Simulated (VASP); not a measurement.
# Nb (P1) in VASP: notebook

The runs below take Nb through single point, with PBEsol.

Program: VASP 6.6.1. These are calculated values, not measurements. Logs are shortened: lines on timing, memory, paths and dates and some standing lists are left out, and cuts for length are marked.

### Step 1. The cell of the first run

The typed cell holds 16 atoms: a = 6.813 Å, b = 6.813 Å, c = 6.813 Å, α = 90.00°, β = 90.00°, γ = 90.00°.

### Step 2. Single point, PBEsol

File INCAR:

```
PREC = Accurate
ENCUT = 520
EDIFF = 1E-7
ISMEAR = -1
SIGMA = 0.17
LREAL = Auto
LASPH = True
NELM = 60
ALGO = Normal
ISIF = 2
LWAVE = False
LCHARG = False
GGA = PS
NBANDS = 118
```

File KPOINTS:

```
regular mesh
0
Gamma
  2 2 2
```

File POSCAR:

```
Nb
1.0
    6.8130490000      0.0000000000      0.0000000000
    0.0000000000      6.8130490000      0.0000000000
    0.0000000000      0.0000000000      6.8130490000
Nb
16
Direct
   -0.0035079742      0.0100982688     -0.0035079742
    0.5013907870      0.0094230938      0.0299718966
    0.0106266666      0.4865662936     -0.0079406445
   -0.0316011231      0.0505794102      0.4782733839
    0.2909563692      0.2477745280      0.2314969407
    0.5027558146      0.5141750779      0.0086745303
    0.4834692955      0.0134741435      0.5560506023
    0.7505890534      0.2676628335      0.2414484323
   -0.0014677716      0.5740748379      0.4618049863
    0.2606615628      0.7605552228      0.2386009553
    0.2577994082      0.2713909734      0.7322565859
    0.4889294059      0.5449982820      0.5583990369
    0.7546401031      0.7601736022      0.2267560383
    0.7525852229      0.2670904025      0.7553886667
    0.2266532943      0.7726056278      0.7987466405
    0.7642980404      0.7666905082      0.7198979488
```

Potentials or basis: VASP PAW PBE potentials, release 64 (Nb_sv).

Command:

```bash
$ cat potpaw_PBE.64/Nb_sv/POTCAR > POTCAR
$ mpirun -np 1 vasp_std > vasp.out
```

OUTCAR:

```text
PREC = Accurate
   ENCUT = 520
   EDIFF = 1E-7
   ISMEAR = -1
   LREAL = Auto
   LASPH = True
   NELM = 60
   ISIF = 2
   GGA = PS

 ion  position               nearest neighbor table
   1  0.996  0.010  0.996-  15 2.63  13 2.84  14 2.92   8 2.94  16 2.97  10 2.98   5 3.03
   2  0.501  0.009  0.030-   5 2.56  10 2.75  13 2.77   8 2.84  15 2.93
   3  0.011  0.487  0.992-  15 2.77  14 2.82  11 2.85   8 2.87   5 2.99  13 3.01  10 3.03
   4  0.968  0.051  0.478-   8 2.64  14 2.81  16 2.90  13 3.00  11 3.02
   5  0.291  0.248  0.231-   2 2.56   6 2.77   3 2.99   7 3.03   1 3.03
   6  0.503  0.514  0.009-   5 2.77  13 2.82  10 2.83   8 2.86  15 2.95  14 2.95  11 3.01
   7  0.483  0.013  0.556-  11 2.63  16 2.78  14 2.86  15 2.91   5 3.03
   8  0.751  0.268  0.241-   4 2.64   2 2.84   6 2.86   3 2.87   1 2.94
   9  0.999  0.574  0.462-  13 2.63  10 2.67  16 2.71
  10  0.261  0.761  0.239-   9 2.67   2 2.75   6 2.83   1 2.98  15 3.01   3 3.03
  11  0.258  0.271  0.732-   7 2.63  12 2.71   3 2.85   6 3.01   4 3.02
  12  0.489  0.545  0.558-  16 2.65  11 2.71  15 2.88  14 2.93
  13  0.755  0.760  0.227-   9 2.63   2 2.77   6 2.82   1 2.84   4 3.00   3 3.01
  14  0.753  0.267  0.755-   4 2.81   3 2.82   7 2.86   1 2.92  12 2.93   6 2.95
  15  0.227  0.773  0.799-   1 2.63   3 2.77  12 2.88   7 2.91   2 2.93   6 2.95  10 3.01
  16  0.764  0.767  0.720-  12 2.65   9 2.71   7 2.78   4 2.90   1 2.97

  LATTYP: Found a simple cubic cell.
 ALAT       =     6.8130490000

  Lattice vectors:

 A1 = (   6.8130490000,   0.0000000000,   0.0000000000)
 A2 = (   0.0000000000,   6.8130490000,   0.0000000000)
 A3 = (   0.0000000000,   0.0000000000,   6.8130490000)

Analysis of symmetry for initial positions (statically):
=====================================================================
 Subroutine PRICEL returns:
 Original cell was already a primitive cell.

 Routine SETGRP: Setting up the symmetry group for a
 simple cubic supercell.

 Subroutine GETGRP returns: Found  1 space group operations
 (whereof  1 operations were pure point group operations)
 out of a pool of 48 trial point group operations.

The static configuration has the point symmetry C_1 .

Analysis of symmetry for dynamics (positions and initial velocities):
=====================================================================
 Subroutine PRICEL returns:
 Original cell was already a primitive cell.

 Routine SETGRP: Setting up the symmetry group for a
 simple cubic supercell.

 Subroutine GETGRP returns: Found  1 space group operations
 (whereof  1 operations were pure point group operations)
 out of a pool of 48 trial point group operations.

The dynamic configuration has the point symmetry C_1 .

 Subroutine INISYM returns: Found  1 space group operations
 (whereof  1 operations are pure point group operations),
 and found     1 'primitive' translations

----------------------------------------------------------------------------------------

                                     Primitive cell

  volume of cell :     316.2456

  direct lattice vectors                    reciprocal lattice vectors
     6.813049000  0.000000000  0.000000000     0.146777162  0.000000000  0.000000000
     0.000000000  6.813049000  0.000000000     0.000000000  0.146777162  0.000000000
     0.000000000  0.000000000  6.813049000     0.000000000  0.000000000  0.146777162

  length of vectors
     6.813049000  6.813049000  6.813049000     0.146777162  0.146777162  0.146777162

  position of ions in fractional coordinates (direct lattice)
     0.996492026  0.010098269  0.996492026
     0.501390787  0.009423094  0.029971897
     0.010626667  0.486566294  0.992059355
     0.968398877  0.050579410  0.478273384
     0.290956369  0.247774528  0.231496941
     0.502755815  0.514175078  0.008674530
[... 8 lines left out ...]
     0.226653294  0.772605628  0.798746640
     0.764298040  0.766690508  0.719897949

  ion indices of the primitive-cell ions
   primitive index   ion index
                 1           1
                 2           2
                 3           3
                 4           4
                 5           5
                 6           6
[... 8 lines left out ...]
                15          15
                16          16

----------------------------------------------------------------------------------------

 KPOINTS: regular mesh

Automatic generation of k-mesh.
 Grid dimensions read from file:
 generate k-points for:    2    2    2

 Generating k-lattice:

  Cartesian coordinates                     Fractional coordinates (reciprocal lattice)
     0.073388581  0.000000000  0.000000000     0.500000000  0.000000000  0.000000000
     0.000000000  0.073388581  0.000000000     0.000000000  0.500000000  0.000000000
     0.000000000  0.000000000  0.073388581     0.000000000  0.000000000  0.500000000

  Length of vectors
     0.073388581  0.073388581  0.073388581

  Shift w.r.t. Gamma in fractional coordinates (k-lattice)
     0.000000000  0.000000000  0.000000000

 Subroutine IBZKPT returns following result:
 ===========================================

 Found      8 irreducible k-points:

 Following reciprocal coordinates:
            Coordinates               Weight
  0.000000  0.000000  0.000000      1.000000
  0.500000  0.000000  0.000000      1.000000
  0.000000  0.500000  0.000000      1.000000
  0.000000  0.000000  0.500000      1.000000
  0.500000  0.500000  0.000000      1.000000
  0.000000  0.500000  0.500000      1.000000
  0.500000  0.000000  0.500000      1.000000
  0.500000  0.500000  0.500000      1.000000
   k-points           NKPTS =      8   k-points in BZ     NKDIM =      8   number of bands    NBANDS=    118
   number of dos      NEDOS =    301   number of ions     NIONS =     16
   total plane-waves  NPLWV = 157464
   dimension x,y,z NGX =    54 NGY =   54 NGZ =   54
   dimension x,y,z NGXF=   108 NGYF=  108 NGZF=  108
   ions per type =              16
   NGX,Y,Z   is equivalent  to a cutoff of  13.18, 13.18, 13.18 a.u.
   NGXF,Y,Z  is equivalent  to a cutoff of  26.35, 26.35, 26.35 a.u.
 SYSTEM =  unknown system
   PREC   = accura    normal or accurate (medium, high low for compatibility)
   ISTART =      0    job   : 0-new  1-cont  2-samecut
   ICHARG =      2    charge: 1-file 2-atom 10-const
   ISPIN  =      1    spin polarized calculation?
   LNONCOLLINEAR =      F non collinear calculations
   LSORBIT =      F    spin-orbit coupling
   LASPH  =      T    aspherical Exc in radial PAW
   ENCUT  =  520.0 eV  38.22 Ry    6.18 a.u.  12.67 12.67 12.67*2*pi/ulx,y,z
   NELM   =     60;   NELMIN=  2; NELMDL= -5     # of ELM steps
   EDIFF  = 0.1E-06   stopping-criterion for ELM
   LREAL  =      T    real-space projection
   EDIFFG = 0.1E-05   stopping-criterion for IOM
   NSW    =      0    number of steps for IOM
   IBRION =     -1    ionic relax: 0-MD 1-quasi-New 2-CG
   NFREE  =      0    steps in history (QN), initial steepest desc. (CG)
   ISIF   =      2    stress and relaxation
   ISYM   =      2    0-nonsym 1-usesym 2-fastsym
   POTIM  = 0.5000    time-step for ionic-motion
   TEBEG  =    0.0;   TEEND  =   0.0 temperature during run
   PSTRESS=    0.0 pullay stress
   NELECT =     208.0000    total number of electrons
   NUPDOWN=      -1.0000    fix difference up-down
   EMIN   =  10.00;   EMAX   =-10.00  energy-range for DOS
   EFERMI =   0.00;   METHOD = LEGACY
   ISMEAR =    -1;   SIGMA  =   0.17  broadening in eV -4-tet -1-fermi 0-gaus
   EFERMI_NEDOS =   21; number of points for ismear=-14 and -15
   IALGO  =     38    algorithm
   IMIX   =      4    mixing-type and parameters
     AMIX     =   0.40;   BMIX     =  1.00
     AMIX_MAG =   1.60;   BMIX_MAG =  1.00
  volume/ion in A,a.u.               =      19.77       133.38
  Fermi-wavevector in a.u.,A,eV,Ry     =   1.423709  2.690419 27.578276  2.026946
  Thomas-Fermi vector in A             =   2.544277
   LORBIT       =      0    0 simple, 1 ext, 2 COOP (PROOUT), +10 PAW based schemes
   GGA     = PS    functional components
   LHFCALC =     F    Hartree Fock is set to
   AEXX    =    0.0000 exact exchange contribution
   IVDW    =     0    specifies the selected vdW correction
   LEPSILON=     F    determine dielectric tensor
   LRPA    =     F    only Hartree local field effects (RPA)
 non-spin polarized calculation
  energy-cutoff  :      520.00
  volume of cell :      316.25
 maximum number of plane-waves:      8578
 NGX is ok and might be reduce to    54
   NGX = 25   NGY = 25   NGZ = 25

 number of electron     208.0000001 magnetization

 Free energy of the ion-electron system (eV)
  ---------------------------------------------------
  ext. energy  EPLUGINS =         0.00000000
  ---------------------------------------------------
  free energy    TOTEN  =      -171.76058305 eV

  energy without entropy =     -169.99825712  energy(sigma->0) =     -170.87942009

 E-fermi :   9.9005     XC(G=0): -12.1170

 val. band max:        9.8733429362   @ k =   0.0000   0.5000   0.5000
 cond. band min:       9.9026740236   @ k =   0.0000   0.0000   0.5000
 fundamental gap:      0.0293310873
 Fermi energy:         9.9005286048

 k-point     1 :       0.0000    0.0000    0.0000
  band No.  band energies     occupation
      1     -44.6429      2.00000
      2     -44.5461      2.00000
      3     -44.5266      2.00000
      4     -44.5078      2.00000
      5     -44.4803      2.00000
      6     -44.4779      2.00000
[... 108 lines left out ...]
    115      11.6107      0.00009
    116      11.7065      0.00005

 k-point     2 :       0.5000    0.0000    0.0000
  band No.  band energies     occupation
      1     -44.6000      2.00000
      2     -44.5897      2.00000
      3     -44.5312      2.00000
      4     -44.5085      2.00000
      5     -44.4871      2.00000
      6     -44.4863      2.00000
[... 706 lines left out ...]
 k-point     8 :       0.5000    0.5000    0.5000
  band No.  band energies     occupation
      1     -44.5681      2.00000
      2     -44.5512      2.00000
      3     -44.5395      2.00000
      4     -44.5263      2.00000
      5     -44.5128      2.00000
      6     -44.5032      2.00000
[... 108 lines left out ...]
    115      11.8740      0.00002
    116      11.9944      0.00001
 [bands above 116 left out]

------------------------ aborting loop because EDIFF is reached ----------------------------------------

  FORCE on cell =-STRESS in cart. coord.  units (eV):
  Direction    XX          YY          ZZ          XY          YZ          ZX
  --------------------------------------------------------------------------------------
  -------------------------------------------------------------------------------------
  Total      -25.5971772    -25.6019641    -26.6558200     -0.1783859      0.1057930     -0.0766361
  in kB     -129.6815283   -129.7057797   -135.0448705     -0.9037463      0.5359731     -0.3882570
  external PRESSURE =    -131.4773928 kB  Pullay stress =       0.0000000 kB

 VOLUME and BASIS-vectors are now :
 -----------------------------------------------------------------------------
  energy-cutoff  :      520.00
  volume of cell :      316.25
      direct lattice vectors                 reciprocal lattice vectors
     6.813049000  0.000000000  0.000000000     0.146777162  0.000000000  0.000000000
     0.000000000  6.813049000  0.000000000     0.000000000  0.146777162  0.000000000
     0.000000000  0.000000000  6.813049000     0.000000000  0.000000000  0.146777162

 POSITION                                       TOTAL-FORCE (eV/Angst)
 -----------------------------------------------------------------------------------
      6.78915      0.06880      6.78915         0.065682      0.677638     -0.046921
      3.41600      0.06420      0.20420         0.534681     -0.371940     -1.198244
      0.07240      3.31500      6.75895        -0.055767      1.037558     -0.071916
      6.59775      0.34460      3.25850         1.176299     -0.961255      0.304878
      1.98230      1.68810      1.57720        -1.850997      1.037370      1.214165
      3.42530      3.50310      0.05910         0.532780     -0.581471     -0.237513
[... 8 lines left out ...]
      1.54420      5.26380      5.44190         0.635489     -0.227992     -2.074662
      5.20720      5.22350      4.90470        -0.558477      0.520364      1.918883
 -----------------------------------------------------------------------------------
    total drift:                                0.001197     -0.000220      0.001644

  FREE ENERGIE OF THE ION-ELECTRON SYSTEM (eV)
  ---------------------------------------------------
  free  energy   TOTEN  =      -171.7605830501 eV

  energy  without entropy=     -169.9982571234  energy(sigma->0) =     -170.87942009
```

Run time: 30 min. Hardware: 1 thread of Oxide Virtual Turin-like, shared host; peak memory 0.45 GiB.

Results:

* Free energy: -171.7606 eV
* Pressure: -13.1 GPa
* Largest force: 2.445 eV/Å
* Band gap on the k mesh: zero (bands 104 and 105 overlap by 1.15 eV)

Forces in eV/Å, atoms in the order of the input:
```
Nb   0.066  0.678 -0.047
Nb   0.535 -0.372 -1.198
Nb  -0.056  1.038 -0.072
Nb   1.176 -0.961  0.305
Nb  -1.851  1.037  1.214
Nb   0.533 -0.581 -0.238
Nb   0.741  0.246 -1.759
Nb  -0.225  0.234  0.216
Nb   0.408 -2.238  0.863
Nb  -0.458  0.503  0.647
Nb  -0.839 -0.071  1.415
Nb   0.345 -0.551 -1.969
Nb  -0.144  0.553  1.037
Nb  -0.308  0.193 -0.260
Nb   0.635 -0.228 -2.075
Nb  -0.558  0.520  1.919
```

Stress tensor (GPa, compression positive):
```
-12.97  -0.09  -0.04
 -0.09 -12.97   0.05
 -0.04   0.05 -13.50
```

Levels at points of the mesh, in eV from the Fermi level:
| k point | band 101 | band 102 | band 103 | band 104 | band 105 | band 106 | band 107 | band 108 |
| --- | --- | --- | --- | --- | --- | --- | --- | --- |
| (0.00, 0.00, 0.00) | 0.20 | 0.37 | 0.45 | 0.52 | 0.57 | 0.68 | 0.80 | 0.82 |
| (0.50, 0.00, 0.00) | -0.17 | -0.05 | 0.06 | 0.10 | 0.22 | 0.27 | 0.42 | 0.46 |
| (0.00, 0.50, 0.00) | -0.09 | -0.04 | 0.13 | 0.23 | 0.30 | 0.37 | 0.44 | 0.46 |
| (0.00, 0.00, 0.50) | -0.21 | 0.00 | 0.03 | 0.15 | 0.27 | 0.35 | 0.43 | 0.52 |
| (0.50, 0.50, 0.00) | -0.37 | -0.35 | -0.30 | -0.22 | -0.13 | -0.05 | 0.03 | 0.07 |
| (0.00, 0.50, 0.50) | -0.43 | -0.33 | -0.29 | -0.23 | -0.18 | -0.03 | 0.14 | 0.19 |
| (0.50, 0.00, 0.50) | -0.41 | -0.38 | -0.31 | -0.24 | -0.16 | -0.06 | 0.06 | 0.25 |
| (0.50, 0.50, 0.50) | -0.83 | -0.81 | -0.76 | -0.65 | -0.62 | -0.56 | -0.51 | -0.47 |

Caveat: the k points lie up to 0.46 Å⁻¹ apart, too coarse for converged energies and pressures of a metal; the PAW data sets were made with another functional, which shifts forces and pressure a little.

(Continued in part 2 of 2.)

The gap in the log of VASP goes by the Fermi energy; the results here count the filled bands.